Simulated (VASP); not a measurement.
A run of VASP 6.6.1:

INCAR

```
SYSTEM = HfO2
PREC = Accurate
ENCUT = 600
EDIFF = 1E-6
ISMEAR = 1
SIGMA = 0.5
LREAL = .FALSE.
LASPH = .TRUE.
NELM = 120
ALGO = Normal
ISIF = 2
LWAVE = .FALSE.
LCHARG = .TRUE.
GGA = PE
LELF = .TRUE.
LVHAR = .TRUE.
NBANDS = 18
GGA_COMPAT = .FALSE.
```

The input KPOINTS:

```
regular mesh
0
G
  6 6 6
  0 0 0
```

File POSCAR:

```
HfO2
1.0
    0.0000000000      2.5291823194      2.5291823194
    2.5291823194      0.0000000000      2.5291823194
    2.5291823194      2.5291823194      0.0000000000
Hf O
1 2
Direct
    0.0000000000      0.0000000000      0.0000000000
    0.2500000000      0.2500000000      0.2500000000
    0.7500000000      0.7500000000      0.7500000000
```

Potentials or basis: VASP PAW PBE potentials, release 64 (Hf_pv, O).

Run with:

```console
$ cat potpaw_PBE.64/Hf_pv/POTCAR potpaw_PBE.64/O/POTCAR > POTCAR
$ mpirun -np 1 vasp_std > vasp.out
```

Hardware: 1 thread of Intel Xeon 8259CL, on a shared host.

Task: How long does it take, and how much memory?

Result: Wall time 31 s on 1 thread of Intel Xeon 8259CL (shared host), peak memory 0.17 GiB. Counts: scf iterations 13, k points 16.
